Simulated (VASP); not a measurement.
Input of a VASP 6.6.1 run:

The input INCAR:

```
SYSTEM = Ge
PREC = Accurate
ENCUT = 600
EDIFF = 1E-7
ISMEAR = -1
SIGMA = 0.15
LREAL = .FALSE.
LASPH = .TRUE.
NELM = 60
ALGO = Normal
ISIF = 3
LWAVE = .FALSE.
LCHARG = .FALSE.
IBRION = 2
NSW = 80
EDIFFG = -0.001
```

KPOINTS

```
regular mesh
0
G
  14 14 14
  0 0 0
```

File POSCAR:

```
Ge
1.0
    0.0000000000      2.8109115258      2.8109115258
    2.8109115258      0.0000000000      2.8109115258
    2.8109115258      2.8109115258      0.0000000000
Ge
2
Direct
    0.5000000000      0.5000000000      0.5000000000
    0.7500000000      0.7500000000      0.7500000000
```

Potentials or basis: VASP PAW LDA potentials, release 64 (Ge_d).

Launch:

```bash
$ cat potpaw_LDA.64/Ge_d/POTCAR > POTCAR
$ mpirun -np 1 vasp_std > vasp.out
```

What does it give for the space group after relaxing (to 0.05 Å)?

Fd-3m (No. 227).

Predict the relaxed volume.

22.28 Å³/atom.

What does it give for the relaxed cell?

a = 3.979 Å, b = 3.979 Å, c = 3.979 Å, α = 60.00°, β = 60.00°, γ = 60.00°.

Final structure:
```
Ge
1.0
     0.00000    2.81376    2.81376
     2.81376    0.00000    2.81376
     2.81376    2.81376    0.00000
Ge
2
Direct
  0.50000 0.50000 0.50000
  0.75000 0.75000 0.75000
```
